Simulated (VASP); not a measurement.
# LiH (Fm-3m) in VASP: further runs, part 2 of 2

VASP 6.6.1. The steps go on from the part before.

## Step 4: Single point, r2SCAN (8.02 Å³/atom)

This run uses another cell than the first one, of 8.02 Å³/atom.

POSCAR reads:

```
LiH
1.0
    0.0000000000      2.0019601015      2.0019601015
    2.0019601015      0.0000000000      2.0019601015
    2.0019601015      2.0019601015      0.0000000000
Li H
1 1
Direct
    0.0000000000      0.0000000000      0.0000000000
    0.5000000000      0.5000000000      0.5000000000
```

INCAR.step1 reads:

```
PREC = Accurate
ENCUT = 830
ISMEAR = 0
SIGMA = 0.05
LREAL = F
LASPH = T
NELM = 120
NBANDS = 9
GGA = PE
ALGO = Normal
EDIFF = 1E-5
LWAVE = T
LCHARG = F
GGA_COMPAT = F
```

INCAR.step2 reads:

```
PREC = Accurate
ENCUT = 830
EDIFF = 1E-6
ISMEAR = 0
SIGMA = 0.05
LREAL = F
LASPH = T
NELM = 120
ALGO = Normal
ISIF = 2
LWAVE = F
LCHARG = F
METAGGA = R2SCAN
LMIXTAU = T
NBANDS = 9
ISTART = 1
GGA_COMPAT = F
```

KPOINTS reads:

```
regular mesh
0
Gamma
  10 10 10
```

Potentials or basis: VASP PAW PBE potentials, release 64 (Li_sv, H).

Command:

```bash
$ cat potpaw_PBE.64/Li_sv/POTCAR potpaw_PBE.64/H/POTCAR > POTCAR
$ cp INCAR.step1 INCAR
$ mpirun -np 1 vasp_std > vasp.out
$ cp INCAR.step2 INCAR
$ mpirun -np 1 vasp_std > vasp.out
```

OUTCAR:

```text
PREC = Accurate
   ENCUT = 830
   EDIFF = 1E-6
   ISMEAR = 0
   LREAL = F
   LASPH = T
   NELM = 120
   ISIF = 2
   METAGGA = R2SCAN
   ISTART = 1

 ion  position               nearest neighbor table
   1  0.000  0.000  0.000-
   2  0.500  0.500  0.500-

  LATTYP: Found a face centered cubic cell.
 ALAT       =     4.0039202030

  Lattice vectors:

 A1 = (   0.0000000000,   2.0019601015,   2.0019601015)
 A2 = (   2.0019601015,   0.0000000000,   2.0019601015)
 A3 = (   2.0019601015,   2.0019601015,   0.0000000000)

Analysis of symmetry for initial positions (statically):
=====================================================================
 Subroutine PRICEL returns:
 Original cell was already a primitive cell.

 Routine SETGRP: Setting up the symmetry group for a
 face centered cubic supercell.

 Subroutine GETGRP returns: Found 48 space group operations
 (whereof 48 operations were pure point group operations)
 out of a pool of 48 trial point group operations.

The static configuration has the point symmetry O_h .

Analysis of symmetry for dynamics (positions and initial velocities):
=====================================================================
 Subroutine PRICEL returns:
 Original cell was already a primitive cell.

 Routine SETGRP: Setting up the symmetry group for a
 face centered cubic supercell.

 Subroutine GETGRP returns: Found 48 space group operations
 (whereof 48 operations were pure point group operations)
 out of a pool of 48 trial point group operations.

The dynamic configuration has the point symmetry O_h .

 Subroutine INISYM returns: Found 48 space group operations
 (whereof 48 operations are pure point group operations),
 and found     1 'primitive' translations

----------------------------------------------------------------------------------------

                                     Primitive cell

  volume of cell :      16.0471

  direct lattice vectors                    reciprocal lattice vectors
     0.000000000  2.001960101  2.001960101    -0.249755227  0.249755227  0.249755227
     2.001960101  0.000000000  2.001960101     0.249755227 -0.249755227  0.249755227
     2.001960101  2.001960101  0.000000000     0.249755227  0.249755227 -0.249755227

  length of vectors
     2.831199127  2.831199127  2.831199127     0.432588743  0.432588743  0.432588743

  position of ions in fractional coordinates (direct lattice)
     0.000000000  0.000000000  0.000000000
     0.500000000  0.500000000  0.500000000

  ion indices of the primitive-cell ions
   primitive index   ion index
                 1           1
                 2           2

----------------------------------------------------------------------------------------

 KPOINTS: regular mesh

Automatic generation of k-mesh.
 Grid dimensions read from file:
 generate k-points for:   10   10   10

 Generating k-lattice:

  Cartesian coordinates                     Fractional coordinates (reciprocal lattice)
    -0.024975523  0.024975523  0.024975523     0.100000000  0.000000000  0.000000000
     0.024975523 -0.024975523  0.024975523     0.000000000  0.100000000  0.000000000
     0.024975523  0.024975523 -0.024975523     0.000000000  0.000000000  0.100000000

  Length of vectors
     0.043258874  0.043258874  0.043258874

  Shift w.r.t. Gamma in fractional coordinates (k-lattice)
     0.000000000  0.000000000  0.000000000

 Subroutine IBZKPT returns following result:
 ===========================================

 Found     47 irreducible k-points:

 Following reciprocal coordinates:
            Coordinates               Weight
  0.000000  0.000000  0.000000      1.000000
  0.100000  0.000000  0.000000      8.000000
  0.200000  0.000000  0.000000      8.000000
  0.300000  0.000000  0.000000      8.000000
  0.400000  0.000000  0.000000      8.000000
  0.500000  0.000000  0.000000      4.000000
[... 16 lines left out ...]
  0.300000  0.300000  0.000000      6.000000
  0.400000  0.300000  0.000000     24.000000
 [... further k-points ...]
   k-points           NKPTS =     47   k-points in BZ     NKDIM =     47   number of bands    NBANDS=      9
   number of dos      NEDOS =    301   number of ions     NIONS =      2
   total plane-waves  NPLWV =  21952
   dimension x,y,z NGX =    28 NGY =   28 NGZ =   28
   dimension x,y,z NGXF=    56 NGYF=   56 NGZF=   56
   ions per type =               1   1
   NGX,Y,Z   is equivalent  to a cutoff of  16.44, 16.44, 16.44 a.u.
   NGXF,Y,Z  is equivalent  to a cutoff of  32.88, 32.88, 32.88 a.u.
 SYSTEM =  unknown system
   PREC   = accura    normal or accurate (medium, high low for compatibility)
   ISTART =      1    job   : 0-new  1-cont  2-samecut
   ICHARG =      0    charge: 1-file 2-atom 10-const
   ISPIN  =      1    spin polarized calculation?
   LNONCOLLINEAR =      F non collinear calculations
   LSORBIT =      F    spin-orbit coupling
   LASPH  =      T    aspherical Exc in radial PAW
   ENCUT  =  830.0 eV  61.00 Ry    7.81 a.u.   6.65  6.65  6.65*2*pi/ulx,y,z
   NELM   =    120;   NELMIN=  2; NELMDL=  0     # of ELM steps
   EDIFF  = 0.1E-05   stopping-criterion for ELM
   LREAL  =      F    real-space projection
   EDIFFG = 0.1E-04   stopping-criterion for IOM
   NSW    =      0    number of steps for IOM
   IBRION =     -1    ionic relax: 0-MD 1-quasi-New 2-CG
   NFREE  =      0    steps in history (QN), initial steepest desc. (CG)
   ISIF   =      2    stress and relaxation
   ISYM   =      2    0-nonsym 1-usesym 2-fastsym
   POTIM  = 0.5000    time-step for ionic-motion
   TEBEG  =    0.0;   TEEND  =   0.0 temperature during run
   PSTRESS=    0.0 pullay stress
   NELECT =       4.0000    total number of electrons
   NUPDOWN=      -1.0000    fix difference up-down
   EMIN   =  10.00;   EMAX   =-10.00  energy-range for DOS
   EFERMI =   0.00;   METHOD = LEGACY
   ISMEAR =     0;   SIGMA  =   0.05  broadening in eV -4-tet -1-fermi 0-gaus
   EFERMI_NEDOS =   21; number of points for ismear=-14 and -15
   IALGO  =     38    algorithm
   IMIX   =      4    mixing-type and parameters
     AMIX     =   0.40;   BMIX     =  1.00
     AMIX_MAG =   1.60;   BMIX_MAG =  1.00
  volume/ion in A,a.u.               =       8.02        54.15
  Fermi-wavevector in a.u.,A,eV,Ry     =   1.030298  1.946980 14.442767  1.061513
  Thomas-Fermi vector in A             =   2.164389
   LORBIT       =      0    0 simple, 1 ext, 2 COOP (PROOUT), +10 PAW based schemes
   METAGGA = R2SCAN    functional components
   LHFCALC =     F    Hartree Fock is set to
   AEXX    =    0.0000 exact exchange contribution
   IVDW    =     0    specifies the selected vdW correction
   LEPSILON=     F    determine dielectric tensor
   LRPA    =     F    only Hartree local field effects (RPA)
 non-spin polarized calculation
 Gauss-broadening in eV      SIGMA  =   0.05
  energy-cutoff  :      830.00
  volume of cell :       16.05
 maximum number of plane-waves:       893
   NGX = 13   NGY = 13   NGZ = 13

 number of electron       4.0000001 magnetization

 Free energy of the ion-electron system (eV)
  ---------------------------------------------------
  ext. energy  EPLUGINS =         0.00000000
  ---------------------------------------------------
  free energy    TOTEN  =        -6.81892019 eV

  energy without entropy =       -6.81892019  energy(sigma->0) =       -6.81892019

 E-fermi :   0.0650     XC(G=0):  -8.8379

 val. band max:       -0.1754029763   @ k =   0.5000   0.5000   0.0000
 cond. band min:       3.4005952422   @ k =   0.5000   0.5000   0.0000
 fundamental gap:      3.5759982185
 Fermi energy:         0.0649809967

 k-point     1 :       0.0000    0.0000    0.0000
  band No.  band energies     occupation
      1     -45.8889      2.00000
      2      -5.6419      2.00000
      3      17.4856      0.00000
      4      19.2348      0.00000
      5      19.2348      0.00000
      6      19.2348      0.00000
      7      23.6886      0.00000
      8      23.6886      0.00000
      9      23.6886      0.00000
[... 265 lines left out ...]
 k-point    24 :       0.4000    0.3000    0.0000
  band No.  band energies     occupation
      1     -45.8412      2.00000
      2      -2.4559      2.00000
      3       7.1778      0.00000
      4      11.2364      0.00000
      5      12.6173      0.00000
      6      17.3245      0.00000
      7      19.1946      0.00000
      8      31.1107      0.00000
      9      31.7689      0.00000

 [... further k-points ...]

------------------------ aborting loop because EDIFF is reached ----------------------------------------

  FORCE on cell =-STRESS in cart. coord.  units (eV):
  Direction    XX          YY          ZZ          XY          YZ          ZX
  --------------------------------------------------------------------------------------
  -------------------------------------------------------------------------------------
  Total        0.0002918      0.0002918      0.0002918     -0.0000000      0.0000000     -0.0000000
  in kB        0.0291312      0.0291312      0.0291312     -0.0000000      0.0000000     -0.0000000
  external PRESSURE =       0.0291312 kB  Pullay stress =       0.0000000 kB

 VOLUME and BASIS-vectors are now :
 -----------------------------------------------------------------------------
  energy-cutoff  :      830.00
  volume of cell :       16.05
      direct lattice vectors                 reciprocal lattice vectors
     0.000000000  2.001960101  2.001960101    -0.249755227  0.249755227  0.249755227
     2.001960101  0.000000000  2.001960101     0.249755227 -0.249755227  0.249755227
     2.001960101  2.001960101  0.000000000     0.249755227  0.249755227 -0.249755227

 POSITION                                       TOTAL-FORCE (eV/Angst)
 -----------------------------------------------------------------------------------
      0.00000      0.00000      0.00000         0.000000     -0.000000      0.000000
      2.00196      2.00196      2.00196        -0.000000      0.000000     -0.000000
 -----------------------------------------------------------------------------------
    total drift:                                0.000000      0.000000      0.000000

  FREE ENERGIE OF THE ION-ELECTRON SYSTEM (eV)
  ---------------------------------------------------
  free  energy   TOTEN  =        -6.8189201859 eV

  energy  without entropy=       -6.8189201859  energy(sigma->0) =       -6.81892019
```

OUTCAR.step1:

```text
PREC = Accurate
   ENCUT = 830
   ISMEAR = 0
   LREAL = F
   LASPH = T
[... 508 lines left out ...]
 -----------------------------------------------------------------------------------
      0.00000      0.00000      0.00000        -0.000000     -0.000000     -0.000000
      2.00196      2.00196      2.00196         0.000000      0.000000      0.000000
 -----------------------------------------------------------------------------------
    total drift:                                0.000000      0.000000      0.000000

  FREE ENERGIE OF THE ION-ELECTRON SYSTEM (eV)
  ---------------------------------------------------
  free  energy   TOTEN  =        -6.1269580872 eV

  energy  without entropy=       -6.1269580872  energy(sigma->0) =       -6.12695809
```

Wall time 32 s (1 thread of Intel Xeon 6975P-C (Granite Rapids), shared host); peak memory 0.15 GiB.

Results:

| Property | Result |
| --- | --- |
| Free energy | -6.8189 eV |
| Pressure | 0.0 GPa |
| Band gap on the k mesh | 3.58 eV |

Caveat: the PAW data sets were made with another functional, which shifts forces and pressure a little. A k mesh can miss the band edges.

## Step 5: Single point, PBE (8.06 Å³/atom)

This run uses another cell than the first one, of 8.06 Å³/atom.

INCAR reads:

```
SYSTEM = LiH
PREC = Accurate
ENCUT = 520
EDIFF = 1E-6
ISMEAR = 0
SIGMA = 0.05
LREAL = .False.
LASPH = .True.
NELM = 60
ALGO = Normal
ISIF = 2
LWAVE = .False.
LCHARG = .False.
GGA = PE
NBANDS = 9
```

KPOINTS reads:

```
regular mesh
0
Gamma
  8 8 8
  0 0 0
```

POSCAR reads:

```
LiH
1.0
    0.0000000000      2.0046365219      2.0046365219
    2.0046365219      0.0000000000      2.0046365219
    2.0046365219      2.0046365219      0.0000000000
Li H
1 1
Direct
    0.0000000000      0.0000000000      0.0000000000
    0.5000000000      0.5000000000      0.5000000000
```

Command:

```bash
$ cat potpaw_PBE.64/Li_sv/POTCAR potpaw_PBE.64/H/POTCAR > POTCAR
$ mpirun -np 1 vasp_std > vasp.out
```

It took 7.1 s on 1 thread of Intel Xeon 8259CL, shared host; peak memory 0.13 GiB.

Results (log left out):

* Free energy: -6.1270 eV
* Band gap on the k mesh: 2.98 eV

Levels at points of the mesh, in eV from the valence-band top:
```csv
k point,band 1,band 2,band 3,band 4,band 5
"(0.00, 0.00, 0.00)",-44.29,-5.43,16.09,17.89,17.89
"(0.50, 0.00, 0.00)",-44.25,-2.63,4.92,13.66,16.50
"(0.50, 0.50, 0.00)",-44.23,0.00,2.98,10.81,10.81
```

Caveat: the cutoff is under 1.25 times the usual one of these potentials, so pressure, stress and relaxed cells hold a basis-set (Pulay) error. A k mesh can miss the band edges.

## Step 6: Single point, PBE

This run uses another cell than the first one, of 8.60 Å³/atom.

INCAR reads:

```
SYSTEM = LiH
  PREC = Accurate
  ENCUT = 520
  EDIFF = 1E-6
  ISMEAR = 0
  SIGMA = 0.05
  LREAL = .False.
  LASPH = .True.
  NELM = 60
  ALGO = Normal
  ISIF = 2
  LWAVE = .False.
  LCHARG = .False.
  GGA = PE
  NBANDS = 9
```

KPOINTS reads:

```
Automatic mesh
0
Gamma
  8 8 8
  0 0 0
```

POSCAR reads:

```
LiH
1.0
    0.0000000000      2.0484368148      2.0484368148
    2.0484368148      0.0000000000      2.0484368148
    2.0484368148      2.0484368148      0.0000000000
Li H
1 1
Direct
    0.0000000000      0.0000000000      0.0000000000
    0.5000000000      0.5000000000      0.5000000000
```

Potentials or basis: VASP PAW PBE potentials, release 64 (Li_sv, H).

Command:

```bash
$ cat potpaw_PBE.64/Li_sv/POTCAR potpaw_PBE.64/H/POTCAR > POTCAR
$ mpirun -np 1 vasp_std > vasp.out
```

OUTCAR:

```text
SYSTEM = LiH
   PREC = Accurate
   ENCUT = 520
   EDIFF = 1E-6
   ISMEAR = 0
   LREAL = .False.
   LASPH = .True.
   NELM = 60
   ISIF = 2
   GGA = PE

 ion  position               nearest neighbor table
   1  0.000  0.000  0.000-
   2  0.500  0.500  0.500-

  LATTYP: Found a face centered cubic cell.
 ALAT       =     4.0968736296

  Lattice vectors:

 A1 = (   0.0000000000,   2.0484368148,   2.0484368148)
 A2 = (   2.0484368148,   0.0000000000,   2.0484368148)
 A3 = (   2.0484368148,   2.0484368148,   0.0000000000)

Analysis of symmetry for initial positions (statically):
=====================================================================
 Subroutine PRICEL returns:
 Original cell was already a primitive cell.

 Routine SETGRP: Setting up the symmetry group for a
 face centered cubic supercell.

 Subroutine GETGRP returns: Found 48 space group operations
 (whereof 48 operations were pure point group operations)
 out of a pool of 48 trial point group operations.

The static configuration has the point symmetry O_h .
[... 166 lines left out ...]
 fundamental gap:      3.0232149411
 Fermi energy:         0.0808421405

 k-point     1 :       0.0000    0.0000    0.0000
  band No.  band energies     occupation
      1     -44.5640      2.00000
      2      -5.3899      2.00000
      3      15.0580      0.00000
      4      17.0309      0.00000
      5      17.0309      0.00000
      6      17.0309      0.00000
      7      21.6283      0.00000
      8      21.6283      0.00000
      9      21.6283      0.00000
[... 265 lines left out ...]
 k-point    24 :      -0.3750    0.2500    0.1250
  band No.  band energies     occupation
      1     -44.5224      2.00000
      2      -1.7877      2.00000
      3       4.7722      0.00000
      4       8.3864      0.00000
      5      12.5958      0.00000
      6      15.5992      0.00000
      7      21.9878      0.00000
      8      24.9093      0.00000
      9      26.1003      0.00000

 [... further k-points ...]

------------------------ aborting loop because EDIFF is reached ----------------------------------------

  FORCE on cell =-STRESS in cart. coord.  units (eV):
  Direction    XX          YY          ZZ          XY          YZ          ZX
  --------------------------------------------------------------------------------------
  -------------------------------------------------------------------------------------
  Total       -0.2545893     -0.2545893     -0.2545893     -0.0000000      0.0000000      0.0000000
  in kB      -23.7275593    -23.7275593    -23.7275593     -0.0000000      0.0000000      0.0000000
  external PRESSURE =     -23.7275593 kB  Pullay stress =       0.0000000 kB

 VOLUME and BASIS-vectors are now :
 -----------------------------------------------------------------------------
  energy-cutoff  :      520.00
  volume of cell :       17.19
      direct lattice vectors                 reciprocal lattice vectors
     0.000000000  2.048436815  2.048436815    -0.244088564  0.244088564  0.244088564
     2.048436815  0.000000000  2.048436815     0.244088564 -0.244088564  0.244088564
     2.048436815  2.048436815  0.000000000     0.244088564  0.244088564 -0.244088564

 POSITION                                       TOTAL-FORCE (eV/Angst)
 -----------------------------------------------------------------------------------
      0.00000      0.00000      0.00000        -0.000000      0.000000     -0.000000
      2.04844      2.04844      2.04844         0.000000     -0.000000      0.000000
 -----------------------------------------------------------------------------------
    total drift:                                0.000000     -0.000000     -0.000000

  FREE ENERGIE OF THE ION-ELECTRON SYSTEM (eV)
  ---------------------------------------------------
  free  energy   TOTEN  =        -6.1191732217 eV

  energy  without entropy=       -6.1191732217  energy(sigma->0) =       -6.11917322
```

stdout:

```text
POSCAR found type information on POSCAR LiH
 POSCAR found :  2 types and       2 ions
 scaLAPACK will be used
 LDA part: xc-table for (Slater+PW92), standard interpolation
 POSCAR, INCAR and KPOINTS ok, starting setup
 FFT: planning ... GRIDC
 FFT: planning ... GRID_SOFT
 FFT: planning ... GRID
 WAVECAR not read
 entering main loop
```

Run time: 7.1 s. Hardware: 1 thread of Intel Xeon 8259CL, shared host; peak memory 0.13 GiB.

What came out:

- Free energy: -6.1192 eV
- Band gap on the k mesh: 3.02 eV

Caveat: the cutoff is under 1.25 times the usual one of these potentials, so pressure, stress and relaxed cells hold a basis-set (Pulay) error.

## Step 7: Summary

| level | cell | k mesh | cutoff (eV) | gap on the mesh (eV) | pressure (GPa) |
| --- | --- | --- | --- | --- | --- |
| PBE | a = 2.883 Å, angles 60.0°, 2 atoms | 8 × 8 × 8 | 750 | 3.02 | -1.9 |
| r2SCAN | a = 2.835 Å, angles 60.0°, 2 atoms | 10 × 10 × 10 | 830 | 3.58 | -0.1 |
| r2SCAN | a = 2.831 Å, angles 60.0°, 2 atoms | 10 × 10 × 10 | 830 | 3.58 | 0.0 |
| PBE | a = 2.835 Å, angles 60.0°, 2 atoms | 8 × 8 × 8 | 520 | 2.98 | - |
| PBE | a = 2.897 Å, angles 60.0°, 2 atoms | 8 × 8 × 8 | 520 | 3.02 | - |

Alike in all rows: task single point; potentials or basis VASP PAW PBE potentials, release 64 (Li_sv, H); no spin polarisation; smearing gaussian 0.05 eV.

Caveats: the PAW data sets were made with another functional, which shifts forces and pressure a little (at least some runs); the cutoff is under 1.25 times the usual one of these potentials, so pressure, stress and relaxed cells hold a basis-set (Pulay) error (at least some runs).

Absolute energies hang on the potentials; compare differences alone.
